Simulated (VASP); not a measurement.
Wanted: the native input for a VASP 6.6.1 run.

```
Task                   : single point
Functional             : RPBE
Potentials or basis    : VASP PAW PBE potentials, release 64 (Pb_d, S)
Cutoff                 : 520 eV
k mesh                 : 7 × 7 × 6
Occupations            : fermi-dirac, width 0.05 eV
Spin                   : no spin polarisation
Dipole correction      : no
Further INCAR settings : ALGO = Normal; EDIFF = 1e-07; NBANDS = 28
```

The structure of PbS lies in POSCAR:

```
PbS
1.0
    2.0374927668     -5.8689911821      0.0000000000
    2.0374927668      5.8689911821      0.0000000000
    0.0000000000      0.0000000000      4.1919633476
Pb S
2 2
Direct
    0.1305633500      0.8694366500      0.2500000000
    0.8694366500      0.1305633500      0.7500000000
    0.3547970900      0.6452029100      0.2500000000
    0.6452029100      0.3547970900      0.7500000000
```

These files were run (other wordings do the same):

INCAR

```
ALGO = Normal
EDIFF = 1E-7
ENCUT = 520
GGA = RP
ISIF = 2
ISMEAR = -1
LASPH = True
LCHARG = True
LELF = True
LREAL = False
LVHAR = True
LWAVE = False
NBANDS = 28
NELM = 100
PREC = Accurate
SIGMA = 0.05
```

KPOINTS

```
k-points
0
Gamma
  7 7 6
```

Potentials or basis: VASP PAW PBE potentials, release 64 (Pb_d, S).

The run is started by

```bash
$ cat potpaw_PBE.64/Pb_d/POTCAR potpaw_PBE.64/S/POTCAR > POTCAR
$ mpirun -np 1 vasp_std > vasp.out
```

Results of the run:

```
Pressure               : 6.9 GPa
Largest force          : 0.512 eV/Å
Band gap on the k mesh : 1.19 eV, indirect (least direct gap 1.49 eV)
```

Caveat: the PAW data sets were made with another functional, which shifts forces and pressure a little; spin-orbit coupling is left out, which moves the levels of the heavy elements.

Run time: 2.3 min on 1 thread of AMD EPYC 9R45 96-Core Processor (Zen 5), on a shared host, peak memory 0.31 GiB.
